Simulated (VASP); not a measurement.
# SiC (rocksalt type) (Fm-3m) in VASP: further runs

The runs below take SiC (rocksalt type) through single point, with PBEsol.

Everything below comes from runs of VASP 6.6.1. Logs are shortened: lines on timing, memory, paths and dates and some standing lists are left out, and cuts for length are marked.

## (1) The cell of the first run

It takes space group Fm-3m (No. 225, cubic). Conventional cell: a = 3.866 Å, b = 3.866 Å, c = 3.866 Å, α = 90.00°, β = 90.00°, γ = 90.00°. Within 2.6 Å of Si (site symmetry m-3m) lie 6 C at 1.93 Å. C (site symmetry m-3m) has 6 Si at 1.93 Å within 2.6 Å.

## (2) Single point, PBEsol (volume scaled by 0.88)

File INCAR:

```
SYSTEM = SiC
PREC = Accurate ; ENCUT = 520
EDIFF = 1E-6 ; ISMEAR = -1
SIGMA = 0.08 ; LREAL = .FALSE.
LASPH = .TRUE. ; NELM = 100
ALGO = Normal ; ISIF = 2
LWAVE = .FALSE. ; LCHARG = .TRUE.
GGA = PS ; LELF = .TRUE.
LVHAR = .TRUE. ; NBANDS = 11
```

File KPOINTS:

```
Automatic mesh
0
G
  17 17 17
  0 0 0
```

File POSCAR:

```
SiC
1.0
    0.0000000000      1.9328617826      1.9328617826
    1.9328617826      0.0000000000      1.9328617826
    1.9328617826      1.9328617826      0.0000000000
Si C
1 1
Direct
    0.0000000000      0.0000000000      0.0000000000
    0.5000000000      0.5000000000      0.5000000000
```

Potentials or basis: VASP PAW PBE potentials, release 64 (Si, C).

Started as:

```bash
> cat potpaw_PBE.64/Si/POTCAR potpaw_PBE.64/C/POTCAR > POTCAR
> mpirun -np 1 vasp_std > vasp.out
```

OUTCAR:

```text
SYSTEM = SiC
   PREC = Accurate
   ENCUT = 520
   EDIFF = 1E-6
   ISMEAR = -1
   LREAL = .FALSE.
   LASPH = .TRUE.
   NELM = 100
   ISIF = 2
   GGA = PS

 ion  position               nearest neighbor table
   1  0.000  0.000  0.000-   2 1.93   2 1.93   2 1.93   2 1.93   2 1.93   2 1.93
   2  0.500  0.500  0.500-   1 1.93   1 1.93   1 1.93   1 1.93   1 1.93   1 1.93

  LATTYP: Found a face centered cubic cell.
 ALAT       =     3.8657235652

  Lattice vectors:

 A1 = (   0.0000000000,   1.9328617826,   1.9328617826)
 A2 = (   1.9328617826,   0.0000000000,   1.9328617826)
 A3 = (   1.9328617826,   1.9328617826,   0.0000000000)

Analysis of symmetry for initial positions (statically):
=====================================================================
 Subroutine PRICEL returns:
 Original cell was already a primitive cell.

 Routine SETGRP: Setting up the symmetry group for a
 face centered cubic supercell.

 Subroutine GETGRP returns: Found 48 space group operations
 (whereof 48 operations were pure point group operations)
 out of a pool of 48 trial point group operations.

The static configuration has the point symmetry O_h .

Analysis of symmetry for dynamics (positions and initial velocities):
=====================================================================
 Subroutine PRICEL returns:
 Original cell was already a primitive cell.

 Routine SETGRP: Setting up the symmetry group for a
 face centered cubic supercell.

 Subroutine GETGRP returns: Found 48 space group operations
 (whereof 48 operations were pure point group operations)
 out of a pool of 48 trial point group operations.

The dynamic configuration has the point symmetry O_h .

 Subroutine INISYM returns: Found 48 space group operations
 (whereof 48 operations are pure point group operations),
 and found     1 'primitive' translations

----------------------------------------------------------------------------------------

                                     Primitive cell

  volume of cell :      14.4422

  direct lattice vectors                    reciprocal lattice vectors
     0.000000000  1.932861783  1.932861783    -0.258683784  0.258683784  0.258683784
     1.932861783  0.000000000  1.932861783     0.258683784 -0.258683784  0.258683784
     1.932861783  1.932861783  0.000000000     0.258683784  0.258683784 -0.258683784

  length of vectors
     2.733479347  2.733479347  2.733479347     0.448053457  0.448053457  0.448053457

  position of ions in fractional coordinates (direct lattice)
     0.000000000  0.000000000  0.000000000
     0.500000000  0.500000000  0.500000000

  ion indices of the primitive-cell ions
   primitive index   ion index
                 1           1
                 2           2

----------------------------------------------------------------------------------------

 KPOINTS: Automatic mesh

Automatic generation of k-mesh.
 Grid dimensions read from file:
 generate k-points for:   17   17   17

 Generating k-lattice:

  Cartesian coordinates                     Fractional coordinates (reciprocal lattice)
    -0.015216693  0.015216693  0.015216693     0.058823529  0.000000000  0.000000000
     0.015216693 -0.015216693  0.015216693     0.000000000  0.058823529  0.000000000
     0.015216693  0.015216693 -0.015216693     0.000000000  0.000000000  0.058823529

  Length of vectors
     0.026356086  0.026356086  0.026356086

  Shift w.r.t. Gamma in fractional coordinates (k-lattice)
     0.000000000  0.000000000  0.000000000

 Subroutine IBZKPT returns following result:
 ===========================================

 Found    165 irreducible k-points:

 Following reciprocal coordinates:
            Coordinates               Weight
  0.000000  0.000000  0.000000      1.000000
  0.058824  0.000000  0.000000      8.000000
  0.117647  0.000000  0.000000      8.000000
  0.176471  0.000000  0.000000      8.000000
  0.235294  0.000000  0.000000      8.000000
  0.294118  0.000000  0.000000      8.000000
[... 16 lines left out ...]
 -0.176471  0.058824  0.000000     24.000000
 -0.117647  0.058824  0.000000     24.000000
 [... further k-points ...]
   k-points           NKPTS =    165   k-points in BZ     NKDIM =    165   number of bands    NBANDS=     11
   number of dos      NEDOS =    301   number of ions     NIONS =      2
   total plane-waves  NPLWV =   8000
   dimension x,y,z NGX =    20 NGY =   20 NGZ =   20
   dimension x,y,z NGXF=    40 NGYF=   40 NGZF=   40
   ions per type =               1   1
   NGX,Y,Z   is equivalent  to a cutoff of  12.16, 12.16, 12.16 a.u.
   NGXF,Y,Z  is equivalent  to a cutoff of  24.33, 24.33, 24.33 a.u.
 SYSTEM =  SiC
   PREC   = accura    normal or accurate (medium, high low for compatibility)
   ISTART =      0    job   : 0-new  1-cont  2-samecut
   ICHARG =      2    charge: 1-file 2-atom 10-const
   ISPIN  =      1    spin polarized calculation?
   LNONCOLLINEAR =      F non collinear calculations
   LSORBIT =      F    spin-orbit coupling
   LASPH  =      T    aspherical Exc in radial PAW
   ENCUT  =  520.0 eV  38.22 Ry    6.18 a.u.   5.08  5.08  5.08*2*pi/ulx,y,z
   NELM   =    100;   NELMIN=  2; NELMDL= -5     # of ELM steps
   EDIFF  = 0.1E-05   stopping-criterion for ELM
   LREAL  =      F    real-space projection
   EDIFFG = 0.1E-04   stopping-criterion for IOM
   NSW    =      0    number of steps for IOM
   IBRION =     -1    ionic relax: 0-MD 1-quasi-New 2-CG
   NFREE  =      0    steps in history (QN), initial steepest desc. (CG)
   ISIF   =      2    stress and relaxation
   ISYM   =      2    0-nonsym 1-usesym 2-fastsym
   POTIM  = 0.5000    time-step for ionic-motion
   TEBEG  =    0.0;   TEEND  =   0.0 temperature during run
   PSTRESS=    0.0 pullay stress
   NELECT =       8.0000    total number of electrons
   NUPDOWN=      -1.0000    fix difference up-down
   EMIN   =  10.00;   EMAX   =-10.00  energy-range for DOS
   EFERMI =   0.00;   METHOD = LEGACY
   ISMEAR =    -1;   SIGMA  =   0.08  broadening in eV -4-tet -1-fermi 0-gaus
   EFERMI_NEDOS =   21; number of points for ismear=-14 and -15
   IALGO  =     38    algorithm
   IMIX   =      4    mixing-type and parameters
     AMIX     =   0.40;   BMIX     =  1.00
     AMIX_MAG =   1.60;   BMIX_MAG =  1.00
  volume/ion in A,a.u.               =       7.22        48.73
  Fermi-wavevector in a.u.,A,eV,Ry     =   1.344500  2.540736 24.594970  1.807679
  Thomas-Fermi vector in A             =   2.472488
   LORBIT       =      0    0 simple, 1 ext, 2 COOP (PROOUT), +10 PAW based schemes
   GGA     = PS    functional components
   LHFCALC =     F    Hartree Fock is set to
   AEXX    =    0.0000 exact exchange contribution
   IVDW    =     0    specifies the selected vdW correction
   LEPSILON=     F    determine dielectric tensor
   LRPA    =     F    only Hartree local field effects (RPA)
 non-spin polarized calculation
  energy-cutoff  :      520.00
  volume of cell :       14.44
 maximum number of plane-waves:       398
   NGX = 11   NGY = 11   NGZ = 11

 number of electron       8.0000000 magnetization

 Free energy of the ion-electron system (eV)
  ---------------------------------------------------
  ext. energy  EPLUGINS =         0.00000000
  ---------------------------------------------------
  free energy    TOTEN  =       -14.35604150 eV

  energy without entropy =      -14.35486202  energy(sigma->0) =      -14.35545176

 E-fermi :  14.7885     XC(G=0): -13.4201

 val. band max:       14.7044960061   @ k =   0.4706   0.4706   0.0000
 cond. band min:      14.9455631153   @ k =  -0.4706   0.4706   0.0000
 fundamental gap:      0.2410671092
 Fermi energy:        14.7885353124

 k-point     1 :       0.0000    0.0000    0.0000
  band No.  band energies     occupation
      1      -5.5586      2.00000
      2      14.6320      1.75224
      3      14.6320      1.75224
      4      14.6320      1.75224
      5      23.5145      0.00000
      6      23.5145      0.00000
      7      23.5145      0.00000
      8      24.7776      0.00000
      9      29.1169      0.00000
     10      29.1170      0.00000
     11      29.1171      0.00000

 k-point     2 :       0.0588    0.0000    0.0000
  band No.  band energies     occupation
      1      -5.4661      2.00000
      2      14.1180      1.99954
      3      14.5577      1.89424
      4      14.5577      1.89424
      5      23.3359      0.00000
      6      23.6980      0.00000
      7      23.6980      0.00000
      8      24.9804      0.00000
      9      27.4797      0.00000
     10      27.4797      0.00000
     11      29.0135      0.00000

 k-point     3 :       0.1176    0.0000    0.0000
  band No.  band energies     occupation
      1      -5.1893      2.00000
      2      12.7929      2.00000
      3      14.3600      1.99061
      4      14.3600      1.99061
      5      22.8882      0.00000
      6      24.0803      0.00000
      7      24.0803      0.00000
      8      25.6131      0.00000
      9      26.1974      0.00000
     10      26.1974      0.00000
     11      28.6720      0.00000

 k-point     4 :       0.1765    0.0000    0.0000
  band No.  band energies     occupation
      1      -4.7297      2.00000
      2      11.0371      2.00000
      3      14.0956      1.99965
      4      14.0956      1.99965
      5      22.4104      0.00000
      6      23.7920      0.00000
      7      23.7920      0.00000
      8      26.1482      0.00000
      9      26.1482      0.00000
     10      26.4916      0.00000
     11      28.1856      0.00000

 k-point     5 :       0.2353    0.0000    0.0000
  band No.  band energies     occupation
      1      -4.0902      2.00000
      2       9.1198      2.00000
      3      13.8206      1.99999
      4      13.8206      1.99999
      5      22.0174      0.00000
      6      22.8538      0.00000
      7      22.8538      0.00000
      8      27.1993      0.00000
      9      27.2550      0.00000
     10      27.2550      0.00000
     11      27.9095      0.00000
[... 211 lines left out ...]
 k-point    21 :      -0.2941    0.0588    0.0000
  band No.  band energies     occupation
      1      -2.8870      2.00000
      2       6.6262      2.00000
      3      12.6551      2.00000
      4      13.7986      1.99999
      5      21.4043      0.00000
      6      21.7809      0.00000
      7      21.9788      0.00000
      8      27.2858      0.00000
      9      28.3620      0.00000
     10      28.4228      0.00000
     11      31.0096      0.00000

 k-point    22 :      -0.2353    0.0588    0.0000
  band No.  band energies     occupation
      1      -3.7571      2.00000
      2       8.5295      2.00000
      3      12.8496      2.00000
      4      14.1038      1.99962
      5      22.1166      0.00000
      6      22.1777      0.00000
      7      22.6959      0.00000
      8      26.7864      0.00000
      9      26.9601      0.00000
     10      28.1318      0.00000
     11      29.6306      0.00000

 k-point    23 :      -0.1765    0.0588    0.0000
  band No.  band energies     occupation
      1      -4.4550      2.00000
      2      10.4449      2.00000
      3      13.1367      2.00000
      4      14.3812      1.98777
      5      22.4610      0.00000
      6      23.0535      0.00000
      7      23.6567      0.00000
      8      25.5017      0.00000
      9      26.0255      0.00000
     10      28.3245      0.00000
     11      28.6529      0.00000

 k-point    24 :      -0.1176    0.0588    0.0000
  band No.  band energies     occupation
      1      -4.9745      2.00000
      2      12.2357      2.00000
      3      13.5013      2.00000
      4      14.5819      1.85954
      5      22.7782      0.00000
      6      23.9664      0.00000
      7      24.2415      0.00000
      8      24.8209      0.00000
      9      25.6041      0.00000
     10      27.2808      0.00000
     11      29.1597      0.00000

 [... further k-points ...]
[... 5 lines left out ...]
  --------------------------------------------------------------------------------------
  -------------------------------------------------------------------------------------
  Total        4.0187499      4.0187499      4.0187499     -0.0000000      0.0000000      0.0000000
  in kB      445.8298739    445.8298739    445.8298739     -0.0000000      0.0000000      0.0000000
  external PRESSURE =     445.8298739 kB  Pullay stress =       0.0000000 kB

 VOLUME and BASIS-vectors are now :
 -----------------------------------------------------------------------------
  energy-cutoff  :      520.00
  volume of cell :       14.44
      direct lattice vectors                 reciprocal lattice vectors
     0.000000000  1.932861783  1.932861783    -0.258683784  0.258683784  0.258683784
     1.932861783  0.000000000  1.932861783     0.258683784 -0.258683784  0.258683784
     1.932861783  1.932861783  0.000000000     0.258683784  0.258683784 -0.258683784

 POSITION                                       TOTAL-FORCE (eV/Angst)
 -----------------------------------------------------------------------------------
      0.00000      0.00000      0.00000        -0.000000     -0.000000      0.000000
      1.93286      1.93286      1.93286         0.000000      0.000000     -0.000000
 -----------------------------------------------------------------------------------
    total drift:                                0.000000      0.000000      0.000000

  FREE ENERGIE OF THE ION-ELECTRON SYSTEM (eV)
  ---------------------------------------------------
  free  energy   TOTEN  =       -14.3560415015 eV

  energy  without entropy=      -14.3548620221  energy(sigma->0) =      -14.35545176
```

It took 33 s on 1 thread of Intel Xeon 8259CL, shared host; peak memory 0.14 GiB.

What came out:

* Free energy: -14.3560 eV
* Pressure: 44.6 GPa

Levels at points of the mesh, in eV from the Fermi level:
```tsv
k point	band 1	band 2	band 3	band 4	band 5	band 6	band 7	band 8	band 9
(0.00, 0.00, 0.00)	-20.35	-0.16	-0.16	-0.16	8.73	8.73	8.73	9.99	14.33
```

Caveat: the PAW data sets were made with another functional, which shifts forces and pressure a little.

[end of part 1 of 2]
